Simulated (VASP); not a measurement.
# LaH3 (Fm-3m) in VASP: further runs, part 2 of 2

VASP 6.6.1.

### Step 3. Single point, PBEsol, collinear spin

This run uses another cell than the first one, of 10.41 Å³/atom.

File INCAR:

```
SYSTEM = LaH3
PREC = Accurate
ENCUT = 520
EDIFF = 1E-6
ISMEAR = 1
SIGMA = 0.025
LREAL = .False.
LASPH = .True.
NELM = 150
ALGO = Normal
ISIF = 2
LWAVE = .False.
LCHARG = .False.
ISPIN = 2
MAGMOM = 0.5 -2 2 -1
LORBIT = 11
LMAXMIX = 6
GGA = PS
NBANDS = 19
```

File KPOINTS:

```
Automatic mesh
0
Gamma
  12 12 12
  0 0 0
```

File POSCAR:

```
LaH3
1.0
    0.0000000000      2.7506417465      2.7506417465
    2.7506417465      0.0000000000      2.7506417465
    2.7506417465      2.7506417465      0.0000000000
La H
1 3
Direct
    0.0000000000      0.0000000000      0.0000000000
    0.5000000000      0.5000000000      0.5000000000
    0.7500000000      0.7500000000      0.7500000000
    0.2500000000      0.2500000000      0.2500000000
```

Potentials or basis: VASP PAW PBE potentials, release 64 (La, H).

Command:

```console
> cat potpaw_PBE.64/La/POTCAR potpaw_PBE.64/H/POTCAR > POTCAR
> mpirun -np 1 vasp_std > vasp.out
```

OUTCAR:

```text
SYSTEM = LaH3
   PREC = Accurate
   ENCUT = 520
   EDIFF = 1E-6
   ISMEAR = 1
   LREAL = .False.
   LASPH = .True.
   NELM = 150
   ISIF = 2
   ISPIN = 2
   LORBIT = 11
   GGA = PS

 ion  position               nearest neighbor table
   1  0.000  0.000  0.000-
   2  0.500  0.500  0.500-
   3  0.750  0.750  0.750-
   4  0.250  0.250  0.250-

  LATTYP: Found a face centered cubic cell.
 ALAT       =     5.5012834930

  Lattice vectors:

 A1 = (   0.0000000000,   2.7506417465,   2.7506417465)
 A2 = (   2.7506417465,   0.0000000000,   2.7506417465)
 A3 = (   2.7506417465,   2.7506417465,   0.0000000000)

Analysis of symmetry for initial positions (statically):
=====================================================================
 Subroutine PRICEL returns:
 Original cell was already a primitive cell.

 Routine SETGRP: Setting up the symmetry group for a
 face centered cubic supercell.

 Subroutine GETGRP returns: Found 48 space group operations
 (whereof 48 operations were pure point group operations)
 out of a pool of 48 trial point group operations.

The static configuration has the point symmetry O_h .

Analysis of symmetry for dynamics (positions and initial velocities):
=====================================================================
 Subroutine PRICEL returns:
 Original cell was already a primitive cell.

 Routine SETGRP: Setting up the symmetry group for a
 face centered cubic supercell.

 Subroutine GETGRP returns: Found 48 space group operations
 (whereof 48 operations were pure point group operations)
 out of a pool of 48 trial point group operations.

The dynamic configuration has the point symmetry O_h .
[... 157 lines left out ...]

 number of electron      13.9999999 magnetization      -0.0002773

 Free energy of the ion-electron system (eV)
  ---------------------------------------------------
  ext. energy  EPLUGINS =         0.00000000
  ---------------------------------------------------
  free energy    TOTEN  =       -17.70763142 eV

  energy without entropy =      -17.70757302  energy(sigma->0) =      -17.70761195

 E-fermi :   8.0974     XC(G=0): -10.3503

 val. band max:        8.0954724596   @ k =   0.5000   0.0000   0.0000
 cond. band min:       8.1506477624   @ k =   0.4167   0.0000   0.0000
 fundamental gap:      0.0551753028
 Fermi energy:         8.0974363338

 spin component 1

 k-point     1 :       0.0000    0.0000    0.0000
  band No.  band energies     occupation
      1     -25.2430      1.00000
      2      -8.4328      1.00000
      3      -8.4328      1.00000
      4      -8.4328      1.00000
      5      -0.1591      1.00000
      6       5.0073      1.00000
[... 517 lines left out ...]
     18      13.0687      0.00000
     19      14.5325      0.00000

 [... further k-points ...]

 spin component 2

 k-point     1 :       0.0000    0.0000    0.0000
  band No.  band energies     occupation
      1     -25.2430      1.00000
      2      -8.4328      1.00000
      3      -8.4328      1.00000
      4      -8.4328      1.00000
      5      -0.1592      1.00000
      6       5.0068      1.00000
[... 517 lines left out ...]
     18      13.0686      0.00000
     19      14.5324      0.00000

 [... further k-points ...]
[... 5 lines left out ...]
  --------------------------------------------------------------------------------------
  -------------------------------------------------------------------------------------
  Total       -0.0508118     -0.0508118     -0.0508118      0.0000000      0.0000000     -0.0000000
  in kB       -1.9558833     -1.9558833     -1.9558833      0.0000000      0.0000000     -0.0000000
  external PRESSURE =      -1.9558833 kB  Pullay stress =       0.0000000 kB

 VOLUME and BASIS-vectors are now :
 -----------------------------------------------------------------------------
  energy-cutoff  :      520.00
  volume of cell :       41.62
      direct lattice vectors                 reciprocal lattice vectors
     0.000000000  2.750641746  2.750641746    -0.181775762  0.181775762  0.181775762
     2.750641746  0.000000000  2.750641746     0.181775762 -0.181775762  0.181775762
     2.750641746  2.750641746  0.000000000     0.181775762  0.181775762 -0.181775762

 POSITION                                       TOTAL-FORCE (eV/Angst)
 -----------------------------------------------------------------------------------
      0.00000      0.00000      0.00000        -0.000000      0.000000     -0.000000
      2.75064      2.75064      2.75064         0.000000      0.000000      0.000000
      4.12596      4.12596      4.12596        -0.000000     -0.000000      0.000000
      1.37532      1.37532      1.37532         0.000000     -0.000000      0.000000
 -----------------------------------------------------------------------------------
    total drift:                                0.000000      0.000000      0.000000

  FREE ENERGIE OF THE ION-ELECTRON SYSTEM (eV)
  ---------------------------------------------------
  free  energy   TOTEN  =       -17.7076314221 eV

  energy  without entropy=      -17.7075730174  energy(sigma->0) =      -17.70761195

 total charge

# of ion       s       p       d       f       tot
--------------------------------------------------
    1        2.034   5.656   0.654   0.183   8.528
    2        0.475   0.004   0.000   0.000   0.479
    3        0.545   0.005   0.000   0.000   0.550
    4        0.545   0.005   0.000   0.000   0.550
--------------------------------------------------
tot          3.600   5.670   0.654   0.183  10.106

 magnetization (x)

# of ion       s       p       d       f       tot
--------------------------------------------------
    1        0.000   0.000  -0.000   0.000   0.000
    2        0.000   0.000   0.000   0.000   0.000
    3       -0.000  -0.000   0.000   0.000  -0.000
    4       -0.000  -0.000   0.000   0.000  -0.000
--------------------------------------------------
tot         -0.000   0.000  -0.000   0.000  -0.000
```

OSZICAR:

```text
N       E                     dE             d eps       ncg     rms          rms(c)
DAV:   1     0.113314203087E+03    0.11331E+03   -0.48218E+03  6026   0.975E+02
DAV:   2     0.131034549982E+02   -0.10021E+03   -0.83520E+02  5820   0.169E+02
DAV:   3     0.274589402845E+01   -0.10358E+02   -0.98475E+01  6403   0.674E+01
DAV:   4     0.185622615917E+01   -0.88967E+00   -0.87197E+00  9590   0.157E+01
DAV:   5     0.184598499070E+01   -0.10241E-01   -0.10231E-01  7283   0.165E+00    0.886E+00
DAV:   6    -0.174550937722E+02   -0.19301E+02   -0.42641E+01  7799   0.131E+01    0.613E+00
DAV:   7    -0.179912431194E+02   -0.53615E+00   -0.36068E+00  8083   0.853E+00    0.410E+00
DAV:   8    -0.176506055300E+02    0.34064E+00   -0.75110E-01  8687   0.517E+00    0.238E+00
DAV:   9    -0.177013559675E+02   -0.50750E-01   -0.10712E-01  7615   0.176E+00    0.702E-01
DAV:  10    -0.177065367808E+02   -0.51808E-02   -0.21990E-02  7767   0.770E-01    0.370E-01
DAV:  11    -0.177069519333E+02   -0.41515E-03   -0.58419E-03  7595   0.538E-01    0.165E-01
DAV:  12    -0.177073071027E+02   -0.35517E-03   -0.59438E-04  8784   0.140E-01    0.972E-02
DAV:  13    -0.177075408941E+02   -0.23379E-03   -0.54296E-04  7902   0.145E-01    0.487E-02
DAV:  14    -0.177076069550E+02   -0.66061E-04   -0.27481E-04  9250   0.959E-02    0.226E-02
DAV:  15    -0.177076224725E+02   -0.15518E-04   -0.51042E-05  8381   0.410E-02    0.159E-02
DAV:  16    -0.177076307766E+02   -0.83040E-05   -0.79038E-05  8472   0.449E-02    0.441E-03
DAV:  17    -0.177076314221E+02   -0.64547E-06   -0.47627E-06  6443   0.126E-02
   1 F= -.17707631E+02 E0= -.17707612E+02  d E =-.584047E-04  mag=    -0.0001
```

stdout:

```text
POSCAR found type information on POSCAR LaH
 POSCAR found :  2 types and       4 ions
 scaLAPACK will be used
 -----------------------------------------------------------------------------
|                                                                             |
|                                                                             |
|     You enforced a specific xc type in the INCAR file but a different       |
|     I HOPE YOU KNOW WHAT YOU ARE DOING!                                     |
|                                                                             |
 -----------------------------------------------------------------------------

 LDA part: xc-table for (Slater+PW92), standard interpolation
 POSCAR, INCAR and KPOINTS ok, starting setup
 FFT: planning ... GRIDC
 FFT: planning ... GRID_SOFT
 FFT: planning ... GRID
 WAVECAR not read
 entering main loop
```

Wall time 3.5 min (1 thread of Oxide Virtual Turin-like, shared host); peak memory 0.23 GiB.

What came out:

* Free energy: -17.7076 eV
* Pressure: -0.2 GPa
* Band gap on the k mesh: zero (filled and empty bands overlap)
* Net moment: 0.00 μB per cell
* Valence electrons inside the program's atomic spheres: La 8.53; H 0.48, 0.55 (each value once)

Levels at points of the mesh, in eV from the Fermi level:
Spin up:
```tsv
k point	band 3	band 4	band 5	band 6	band 7	band 8	band 9	band 10	band 11	band 12
(0.00, 0.00, 0.00)	-16.53	-16.53	-8.26	-3.09	0.17	0.17	0.17	0.50	1.31	1.31
(0.50, 0.00, 0.00)	-16.67	-16.67	-6.25	-4.04	-2.24	0.00	0.00	1.41	1.41	1.87
(0.50, 0.50, 0.00)	-16.93	-16.93	-5.85	-5.70	-3.05	1.39	1.39	1.53	1.78	1.78
```
Spin down:
```csv
k point,band 4,band 5,band 6,band 7,band 8,band 9,band 10,band 11
"(0.00, 0.00, 0.00)",-16.53,-8.26,-3.09,0.17,0.17,0.17,0.50,1.31
"(0.50, 0.00, 0.00)",-16.67,-6.25,-4.04,-2.24,0.00,0.00,1.41,1.41
"(0.50, 0.50, 0.00)",-16.93,-5.85,-5.70,-3.05,1.39,1.39,1.53,1.78
```

Caveat: the PAW data sets were made with another functional, which shifts forces and pressure a little; spin-orbit coupling is left out, which moves the levels of the heavy elements.

### Step 4. Relaxation of cell and atoms, PBEsol, collinear spin

File INCAR:

```
ALGO = Normal
EDIFF = 1E-6
EDIFFG = -0.002
ENCUT = 600
GGA = PS
IBRION = 2
ISIF = 3
ISMEAR = 1
ISPIN = 2
LASPH = T
LCHARG = F
LMAXMIX = 6
LORBIT = 11
LREAL = F
LWAVE = F
MAGMOM = 0.5 -2 2 -1
NELM = 150
NSW = 100
PREC = Accurate
SIGMA = 0.025
```

File KPOINTS:

```
k-points
0
Gamma
  12 12 12
```

File POSCAR:

```
LaH3
1.0
    0.0000000000      2.7864794500      2.7864794500
    2.7864794500      0.0000000000      2.7864794500
    2.7864794500      2.7864794500      0.0000000000
La H
1 3
Direct
    0.0000000000      0.0000000000      0.0000000000
    0.5000000000      0.5000000000      0.5000000000
    0.7500000000      0.7500000000      0.7500000000
    0.2500000000      0.2500000000      0.2500000000
```

Potentials or basis: VASP PAW PBE potentials, release 64 (La, H).

Command:

```console
> cat potpaw_PBE.64/La/POTCAR potpaw_PBE.64/H/POTCAR > POTCAR
> mpirun -np 1 vasp_std > vasp.out
```

OUTCAR:

```text
EDIFF = 1E-6
   EDIFFG = -0.002
   ENCUT = 600
   GGA = PS
   IBRION = 2
   ISIF = 3
   ISMEAR = 1
   ISPIN = 2
   LASPH = T
   LORBIT = 11
   LREAL = F
   NELM = 150
   NSW = 100
   PREC = Accurate

 ion  position               nearest neighbor table
   1  0.000  0.000  0.000-
   2  0.500  0.500  0.500-
   3  0.750  0.750  0.750-
   4  0.250  0.250  0.250-

  LATTYP: Found a face centered cubic cell.
 ALAT       =     5.5729589000

  Lattice vectors:

 A1 = (   0.0000000000,   2.7864794500,   2.7864794500)
 A2 = (   2.7864794500,   0.0000000000,   2.7864794500)
 A3 = (   2.7864794500,   2.7864794500,   0.0000000000)

Analysis of symmetry for initial positions (statically):
=====================================================================
 Subroutine PRICEL returns:
 Original cell was already a primitive cell.

 Routine SETGRP: Setting up the symmetry group for a
 face centered cubic supercell.

 Subroutine GETGRP returns: Found 48 space group operations
 (whereof 48 operations were pure point group operations)
 out of a pool of 48 trial point group operations.

The static configuration has the point symmetry O_h .

Analysis of symmetry for dynamics (positions and initial velocities):
=====================================================================
 Subroutine PRICEL returns:
 Original cell was already a primitive cell.
[... 390 lines left out ...]

 val. band max:        8.1070341662   @ k =   0.0833   0.0000   0.0000
 cond. band min:       8.1612626611   @ k =   0.4167   0.0000   0.0000
 fundamental gap:      0.0542284949
 Fermi energy:         8.1084372962

 spin component 1

 k-point     1 :       0.0000    0.0000    0.0000
  band No.  band energies     occupation
      1     -25.2282      1.00000
      2      -8.4188      1.00000
      3      -8.4188      1.00000
      4      -8.4188      1.00000
      5      -0.1502      1.00000
      6       5.0158      1.00000
      7       8.2803     -0.00000
      8       8.2803     -0.00000
      9       8.2803     -0.00000
     10       8.6120      0.00000
     11       9.4280      0.00000
[... 310 lines left out ...]
  band No.  band energies     occupation
      1     -25.0596      1.00000
      2      -9.6386      1.00000
      3      -8.8302      1.00000
      4      -8.6061      1.00000
      5       2.4010      1.00000
      6       3.7886      1.00000
      7       4.7119      1.00000
      8       8.5282     -0.00000
      9       9.2666      0.00000
     10       9.4380      0.00000
     11       9.4898      0.00000

 [... further k-points ...]

 spin component 2

 k-point     1 :       0.0000    0.0000    0.0000
  band No.  band energies     occupation
      1     -25.2277      1.00000
      2      -8.4189      1.00000
      3      -8.4189      1.00000
      4      -8.4189      1.00000
      5      -0.1499      1.00000
      6       5.0159      1.00000
      7       8.2803     -0.00000
      8       8.2803     -0.00000
      9       8.2803     -0.00000
     10       8.6120      0.00000
     11       9.4290      0.00000
[... 353 lines left out ...]
  FREE ENERGIE OF THE ION-ELECTRON SYSTEM (eV)
  ---------------------------------------------------
  free  energy   TOTEN  =       -17.7090085329 eV

  energy  without entropy=      -17.7089505452  energy(sigma->0) =      -17.70898920

 reached required accuracy - stopping structural energy minimisation

 total charge

# of ion       s       p       d       f       tot
--------------------------------------------------
    1        2.034   5.657   0.654   0.183   8.528
    2        0.475   0.004   0.000   0.000   0.479
    3        0.545   0.005   0.000   0.000   0.550
    4        0.545   0.005   0.000   0.000   0.550
--------------------------------------------------
tot          3.599   5.670   0.654   0.183  10.107

 magnetization (x)

# of ion       s       p       d       f       tot
--------------------------------------------------
    1       -0.000  -0.000  -0.000   0.000   0.000
    2       -0.000  -0.000   0.000   0.000  -0.000
    3       -0.000   0.000   0.000   0.000  -0.000
    4       -0.000   0.000   0.000   0.000  -0.000
--------------------------------------------------
tot         -0.000  -0.000  -0.000   0.000   0.000
```

OSZICAR:

```text
N       E                     dE             d eps       ncg     rms          rms(c)
DAV:   1     0.138541098400E+03    0.13854E+03   -0.54924E+03  3168   0.185E+03
DAV:   2     0.105873581954E+02   -0.12795E+03   -0.12570E+03  4840   0.242E+02
DAV:   3     0.282863431733E+01   -0.77587E+01   -0.76486E+01  4183   0.100E+02
[... 89 lines left out ...]
  14 F= -.17709003E+02 E0= -.17708984E+02  d E =-.140057E-04  mag=     0.0000
       N       E                     dE             d eps       ncg     rms          rms(c)
DAV:   1    -0.177090389601E+02   -0.35092E-04   -0.91295E-04  5277   0.359E-01    0.271E-02
DAV:   2    -0.177090114907E+02    0.27469E-04   -0.81560E-05  5591   0.124E-01    0.105E-02
DAV:   3    -0.177090079190E+02    0.35717E-05   -0.20439E-05  6153   0.534E-02    0.341E-03
DAV:   4    -0.177090085329E+02   -0.61394E-06   -0.16982E-06  4459   0.136E-02
  15 F= -.17709009E+02 E0= -.17708989E+02  d E =-.195291E-04  mag=     0.0000
```

CONTCAR:

```text
LaH3
   1.00000000000000
     0.0000000000000000    2.7495620678227861    2.7495620678227861
     2.7495620678227861    0.0000000000000000    2.7495620678227861
     2.7495620678227861    2.7495620678227861   -0.0000000000000000
  La              H
     1     3
Direct
     0.0000000000000000    1.0000000000000000    0.0000000000000000
     0.5000000000000000    0.5000000000000000    0.5000000000000000
     0.7500000000000000    0.7500000000000000    0.7500000000000000
     0.2500000000000000    0.2500000000000000    0.2500000000000000

  0.00000000E+00  0.00000000E+00  0.00000000E+00
  0.00000000E+00  0.00000000E+00  0.00000000E+00
  0.00000000E+00  0.00000000E+00  0.00000000E+00
  0.00000000E+00  0.00000000E+00  0.00000000E+00
```

Run time: 16 min. Hardware: 1 thread of Oxide Virtual Turin-like, shared host; peak memory 0.25 GiB.

Results:

```yaml
Free_energy: -17.7090 eV
Relaxed_volume: 10.39 Å³/atom
Relaxed_cell: a = 3.888 Å, b = 3.888 Å, c = 3.888 Å, α = 60.00°, β = 60.00°, γ = 60.00°
Space_group_after_relaxing_to_0.1_Å: Fm-3m (No. 225)
Energy_gained_by_relaxing: 4.3 meV/atom
Ionic_steps: 15
Pressure_after_relaxing: 0.0 GPa
Band_gap_on_the_k_mesh: zero (filled and empty bands overlap)
Net_moment: 0.00 μB per cell
Valence_electrons_inside_the_program's_atomic_spheres: La 8.53; H 0.48, 0.55 (each value once)
```

Step by step:
```
step  energy change (eV)  largest force (eV/Å)  pressure (GPa)  volume (Å³)
   1              0.0000                0.0000           -3.16        43.27
   2             -0.0164                0.0000           -0.74        41.95
   3             -0.0173                0.0000            0.06        41.60
   4             -0.0173                0.0000           -0.11        41.63
   5             -0.0173                0.0000           -0.13        41.63
   6             -0.0173                0.0000           -0.14        41.63
   7             -0.0173                0.0000           -0.11        41.63
   8             -0.0173                0.0000           -0.11        41.63
   9             -0.0173                0.0000           -0.11        41.63
  10             -0.0173                0.0000           -0.12        41.63
  11             -0.0173                0.0000           -0.12        41.62
  12             -0.0173                0.0000           -0.12        41.62
  13             -0.0173                0.0000           -0.09        41.61
  14             -0.0173                0.0000           -0.06        41.60
  15             -0.0173                0.0000           -0.02        41.57
```

Final structure:
```cif
data_structure
_symmetry_space_group_name_H-M 'P 1'
_symmetry_Int_Tables_number 1
_cell_length_a 3.8885
_cell_length_b 3.8885
_cell_length_c 3.8885
_cell_angle_alpha 60.000
_cell_angle_beta 60.000
_cell_angle_gamma 60.000
_cell_volume 41.57
loop_
_atom_site_label
_atom_site_type_symbol
_atom_site_fract_x
_atom_site_fract_y
_atom_site_fract_z
_atom_site_occupancy
La1 La 0.00000 0.00000 0.00000 1
H1 H 0.50000 0.50000 0.50000 1
H2 H 0.75000 0.75000 0.75000 1
H3 H 0.25000 0.25000 0.25000 1
```

Caveat: the PAW data sets were made with another functional, which shifts forces and pressure a little; spin-orbit coupling is left out, which moves the levels of the heavy elements.

### Step 5. Overview

```tsv
task	level	potentials or basis	spin	cell	cutoff (eV)	smearing	gap on the mesh (eV)	pressure (GPa)	moment (μB)	relaxed volume (Å³/atom)
relaxation of cell and atoms	LDA	VASP PAW LDA potentials, release 64 (La, H)	off	relaxed from a = 3.941 Å, angles 60.0°, 4 atoms	600	fermi-dirac 0.05 eV	none	0.0	-	10.20
single point	PBEsol	VASP PAW PBE potentials, release 64 (La, H)	collinear	a = 3.890 Å, angles 60.0°, 4 atoms	520	methfessel-paxton 0.025 eV	none	-0.2	0.00	-
relaxation of cell and atoms	PBEsol	VASP PAW PBE potentials, release 64 (La, H)	collinear	relaxed from a = 3.941 Å, angles 60.0°, 4 atoms	600	methfessel-paxton 0.025 eV	none	0.0	0.00	10.39
```

Alike in all rows: k mesh 12 × 12 × 12.

Caveats: spin-orbit coupling is left out, which moves the levels of the heavy elements; the PAW data sets were made with another functional, which shifts forces and pressure a little (at least some runs).

Total energies depend on the potentials used, so only differences within one code and one set of settings carry meaning.

The gap in the log of VASP goes by the Fermi energy; the results here count the filled bands.